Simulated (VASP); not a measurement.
Write the native input for VASP 6.6.1 that does the following.

- Task: single point
- Functional: PBE
- Potentials or basis: VASP PAW PBE potentials, release 64 (Cu_sv_GW, O)
- Cutoff: 820 eV
- k mesh: 8 × 8 × 4
- Occupations: gaussian, width 0.1 eV
- Spin: no spin polarisation
- Dipole correction: no
- Further INCAR settings: ALGO = Normal; EDIFF = 1e-06; NBANDS = 33

The structure of CuO lies in POSCAR:

```
CuO
1.0
    2.3446500000     -1.7134000000      0.0000000000
    2.3446500000      1.7134000000      0.0000000000
   -0.8605500000      0.0000000000      5.0594400000
Cu O
2 2
Direct
    0.0032000000      0.4968000000      0.0000000000
    0.4968000000      0.0032000000      0.5000000000
    0.5714000000      0.4056000000      0.2537000000
    0.4056000000      0.5714000000      0.7537000000
```

These files were run (other wordings do the same):

INCAR

```
SYSTEM = CuO
  PREC = Accurate
  ENCUT = 820
  EDIFF = 1E-6
  ISMEAR = 0
  SIGMA = 0.1
  LREAL = .False.
  LASPH = .True.
  NELM = 120
  ALGO = Normal
  ISIF = 2
  LWAVE = .False.
  LCHARG = .False.
  GGA = PE
  NBANDS = 33
  GGA_COMPAT = .False.
```

KPOINTS

```
Automatic mesh
0
Gamma
  8 8 4
  0 0 0
```

Potentials or basis: VASP PAW PBE potentials, release 64 (Cu_sv_GW, O).

Command:

```bash
$ cat potpaw_PBE.64/Cu_sv_GW/POTCAR potpaw_PBE.64/O/POTCAR > POTCAR
$ mpirun -np 1 vasp_std > vasp.out
```

Results of the run:

```
Pressure               : 4.8 GPa
Largest force          : 0.768 eV/Å
Band gap on the k mesh : zero (bands 25 and 26 overlap by 0.67 eV)
```

Caveat: the cell stands under pressure; semilocal functionals often make such compounds metallic where correlation or magnetic order opens a gap, which also shifts bond lengths.

It took 2.2 min on 1 thread of Intel(R) Xeon(R) 6975P-C (Granite Rapids), with other jobs on the host, peak memory 0.32 GiB.
